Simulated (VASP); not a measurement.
## KBr: single point with PBEsol

Crystal: KBr.

```
K Br
1.0
     0.00000    3.27453    3.25816
     3.27453    0.00000    3.25816
     3.27453    3.27453    0.00000
K Br
1 1
Direct
  0.00000 0.00000 0.00000
  0.50000 0.50000 0.50000
```

This cell differs from its parent crystal: z stretched by -0.5 %, x and y held.

- Program: VASP 6.6.1
- Task: single point
- Functional: PBEsol
- Potentials or basis: VASP PAW PBE potentials, release 64 (K_sv, Br)
- Cutoff: 520 eV
- k mesh: 6 × 6 × 6
- Occupations: gaussian, width 0.01 eV
- Spin: non-collinear spin, zero start, spin-orbit coupling
- Starting moments: [[0.0, 0.0, 0.0], [0.0, 0.0, 0.0]] μB
- Dipole correction: no
- Further INCAR settings: ALGO = Normal; EDIFF = 1e-07; NBANDS = 28

```json
{"Pressure": "0.1 GPa", "Net moment": "0.00 μB per cell", "Valence electrons inside the program's atomic spheres": "K 7.55; Br 4.88"}
```

Stress tensor (GPa, compression positive):
```
0.09 0.00 0.00
0.00 0.09 0.00
0.00 0.00 0.26
```

Moments on the atoms (μB; x, y, z):
```
K   0.00 0.00 0.00
Br  0.00 0.00 0.00
```

Wall time 4.2 min on 1 thread of Intel Xeon 8259CL, with other jobs on the host, peak memory 0.43 GiB.

Caveat: the cell differs from its parent crystal (z stretched by -0.5 %, x and y held); the PAW data sets were made with another functional, which shifts forces and pressure a little.
